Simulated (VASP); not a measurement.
Wanted: the native input for a VASP 6.6.1 run.

* Task: single point
* Functional: PBE
* Potentials or basis: VASP PAW PBE potentials, release 64 (W_sv)
* Cutoff: 500 eV
* k mesh: 2 × 3 × 3
* Occupations: methfessel-paxton, width 0.15 eV
* Spin: no spin polarisation
* Dipole correction: no
* Further INCAR settings: ALGO = Normal; EDIFF = 1e-06; NBANDS = 96

The structure of W lies in POSCAR:

```
W
1.0
   -4.7470350000      4.7470350000      4.7470350000
    3.1646900000     -3.1646900000      3.1646900000
    3.1646900000      3.1646900000     -3.1646900000
W
12
Direct
    0.0000000000      0.0000000000      0.0000000000
    0.0000000000      0.0000000000      0.5000000000
    0.0000000000      0.5000000000      0.0000000000
    0.0000000000      0.5000000000      0.5000000000
    0.3333333333      0.0000000000      0.0000000000
    0.3333333333      0.0000000000      0.5000000000
    0.3333333333      0.5000000000      0.0000000000
    0.3333333333      0.5000000000      0.5000000000
    0.6666666667      0.0000000000      0.0000000000
    0.6666666667      0.0000000000      0.5000000000
    0.6666666667      0.5000000000      0.0000000000
    0.6666666667      0.5000000000      0.5000000000
```

The input as run:

INCAR

```
SYSTEM = W
PREC = Accurate
ENCUT = 500
EDIFF = 1E-6
ISMEAR = 1
SIGMA = 0.15
LREAL = .False.
LASPH = .True.
NELM = 120
ALGO = Normal
ISIF = 2
LWAVE = .False.
LCHARG = .True.
GGA = PE
LELF = .True.
LVHAR = .True.
NBANDS = 96
GGA_COMPAT = .False.
```

KPOINTS

```
Automatic mesh
0
Gamma
  2 3 3
  0 0 0
```

Potentials or basis: VASP PAW PBE potentials, release 64 (W_sv).

Run with:

```sh
$ cat potpaw_PBE.64/W_sv/POTCAR > POTCAR
$ mpirun -np 1 vasp_std > vasp.out
```

Results of the run:

```yaml
Pressure: 4.3 GPa
Band_gap_on_the_k_mesh: zero (bands 84 and 85 overlap by 2.10 eV)
```

Caveat: the k points lie up to 0.47 Å⁻¹ apart, too coarse for converged energies and pressures of a metal; spin-orbit coupling is left out, which moves the levels of the heavy elements.

Wall time 98 s on 1 thread of Intel(R) Xeon(R) 6975P-C (Granite Rapids) (shared host), peak memory 0.33 GiB.
